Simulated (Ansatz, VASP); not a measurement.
# One calculation of Cl, two programs

```xyz
3
Lattice="5.5216 0.0000 0.0000 -2.7608 4.7818 0.0000 0.0000 0.0000 2.2080" Properties=species:S:1:pos:R:3 pbc="T T T"
Cl    0.0000    0.0000    0.0000
Cl    0.0000    3.1879    1.1040
Cl    2.7608    1.5939    1.1040
```

Change from the starting cell: volume scaled by 0.55, PAW files.

Alike in both runs: task single point; functional PBE; k mesh 8 × 8 × 11; occupations fermi-dirac, width 0.05 eV; no spin polarisation.

|  | VASP | Ansatz |
| --- | --- | --- |
| version | VASP 6.6.1 | Ansatz 0.2.0 |
| potentials or method | VASP PAW PBE potentials, release 64 (Cl) | PAW with Ansatz's default frozen-core files, scalar-relativistic |
| plane-wave cutoff (eV) | 520 | 420 |
| valence electrons in the cell | 21 | 21 |

Ansatz gave:

| Item | Value |
| --- | --- |
| pressure (GPa) | 10.5 |
| traceless stress, the component that is largest in VASP (GPa) | 0.22 |

Task: Estimate VASP's values.

Result: Pressure (GPa): 10.2; traceless stress, the component that is largest in VASP (GPa): -0.24.
